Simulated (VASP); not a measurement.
## MgO: single point with LDA

MgO:

```
CELL_PARAMETERS angstrom
2.96391 0.00000 0.00000
-1.48195 2.56682 0.00000
0.00000 0.00000 2.70329
ATOMIC_POSITIONS crystal
Mg 0.00000 0.00000 0.00000
O 0.33333 0.66667 0.50000
```

```
Program             : VASP 6.6.1
Task                : single point
Functional          : LDA
Potentials or basis : VASP PAW LDA potentials, release 64 (Mg, O)
Cutoff              : 520 eV
k mesh              : 7 × 7 × 6
Occupations         : gaussian, width 0.01 eV
Spin                : no spin polarisation
```

The pressure is -13.9 GPa and the band gap on the k mesh is 2.77 eV, indirect (least direct gap 3.15 eV).

Stress tensor (GPa, compression positive):
```
-13.13   0.00   0.00
  0.00 -13.13   0.00
  0.00   0.00 -15.44
```

Levels at points of the mesh, in eV from the valence-band top:
| k point | band 1 | band 2 | band 3 | band 4 | band 5 | band 6 | band 7 | band 8 | band 9 |
| --- | --- | --- | --- | --- | --- | --- | --- | --- | --- |
| (0.00, 0.00, 0.00) | -17.01 | -0.57 | -0.57 | -0.39 | 2.77 | 11.56 | 15.09 | 15.09 | 19.36 |
| (0.00, 0.00, 0.50) | -15.94 | -5.29 | -0.07 | -0.07 | 7.94 | 8.67 | 17.12 | 17.12 | 18.08 |

Run time: 4.5 s on 1 thread of Intel(R) Xeon(R) Platinum 8259CL CPU @ 2.50GHz (Skylake/Cascade Lake), with other jobs on the host, peak memory 0.12 GiB.

A k mesh can miss the band edges. LDA gaps usually lie below the measured ones, often by a third to a half.
